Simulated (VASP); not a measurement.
Crystal: Al4Cu.

```
CELL_PARAMETERS angstrom
-3.09851 3.09851 1.95967
3.09851 -3.09851 1.95967
3.09851 3.09851 -1.95967
ATOMIC_POSITIONS crystal
Al 0.60000 0.80000 0.40000
Al 0.20000 0.60000 0.80000
Al 0.80000 0.40000 0.20000
Al 0.40000 0.20000 0.60000
Cu 0.00000 0.00000 0.00000
```

```yaml
Program: VASP 6.6.1
Task: relaxation of cell and atoms
Functional: PBE
Potentials_or_basis: VASP PAW PBE potentials, release 64 (Al, Cu)
Cutoff: 600 eV
k_mesh: 12 × 12 × 12
Occupations: gaussian, width 0.1 eV
Spin: no spin polarisation
```

At the start: pressure 2.6 GPa; volume 15.05 Å³/atom.

**Question.** How do energy, volume and symmetry change on relaxing?

**Answer.** Over 14 steps the energy falls by 7.1 meV/atom and the volume is 15.46 Å³/atom (+2.7 %); space group I4/m (No. 87, to 0.1 Å) before and after.

Step by step:
```tsv
step	energy change (eV)	largest force (eV/Å)	pressure (GPa)	volume (Å³)
1	0.0000	0.2874	2.56	75.26
2	-0.0269	0.1463	-0.56	77.90
3	-0.0270	0.1492	-0.65	77.84
4	-0.0270	0.1538	-0.53	77.74
5	-0.0320	0.0866	-0.23	77.48
6	-0.0338	0.0596	0.10	77.20
7	-0.0346	0.0453	0.00	77.29
8	-0.0353	0.0236	-0.15	77.46
9	-0.0353	0.0213	-0.24	77.50
10	-0.0355	0.0110	0.18	77.14
11	-0.0356	0.0119	0.05	77.26
12	-0.0356	0.0124	0.02	77.28
13	-0.0356	0.0122	0.04	77.28
14	-0.0356	0.0027	0.00	77.31
```

Final structure:
```xyz
5
Lattice="-3.1130 3.1130 1.9944 3.1130 -3.1130 1.9944 3.1130 3.1130 -1.9944" Properties=species:S:1:pos:R:3 pbc="T T T"
Al    1.8573    0.6591    1.9944
Al    3.7721    1.2557    0.0000
Al   -0.6591    1.8573    1.9944
Al    1.2557    2.4539    0.0000
Cu    0.0000    0.0000    3.9888
```
